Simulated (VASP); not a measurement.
TiSi2, 6 atoms in the cell. It takes space group Cmcm (No. 63, orthorhombic). Conventional cell: a = 3.460 Å, b = 13.248 Å, c = 3.565 Å, α = 90.00°, β = 90.00°, γ = 90.00°. Ti (site symmetry m2m) has 10 Si at 2.55 to 2.75 Å and 6 Ti at 3.26 to 3.57 Å within 3.6 Å. Within 3.3 Å of Si (site symmetry m2m) lie 8 Si at 2.48 to 3.11 Å and 4 Ti at 2.61 to 2.64 Å. Si (site symmetry m2m) has 6 Si at 2.36 to 3.11 Å and 6 Ti at 2.55 to 2.75 Å within 3.2 Å. 

- Program: VASP 6.6.1
- Task: single point
- Functional: PBEsol
- Potentials or basis: VASP PAW PBE potentials, release 64 (Ti_sv, Si)
- Cutoff: 520 eV
- k mesh: 7 × 7 × 6
- Occupations: fermi-dirac, width 0.05 eV
- Spin: no spin polarisation
- Dipole correction: no
- Further INCAR settings: ALGO = Normal; EDIFF = 1e-07; NBANDS = 29

Potentials or basis: VASP PAW PBE potentials, release 64 (Ti_sv, Si).

Run with:

```bash
$ cat potpaw_PBE.64/Ti_sv/POTCAR potpaw_PBE.64/Si/POTCAR > POTCAR
$ mpirun -np 1 vasp_std > vasp.out
```

Hardware: 1 thread of Intel(R) Xeon(R) 6975P-C (Granite Rapids), with other jobs on the host.

Question: How long does it take, and how much memory?

Answer: Wall time 2.7 min on 1 thread of Intel(R) Xeon(R) 6975P-C (Granite Rapids), with other jobs on the host, peak memory 0.34 GiB. Counts: scf iterations 16, k points 64.
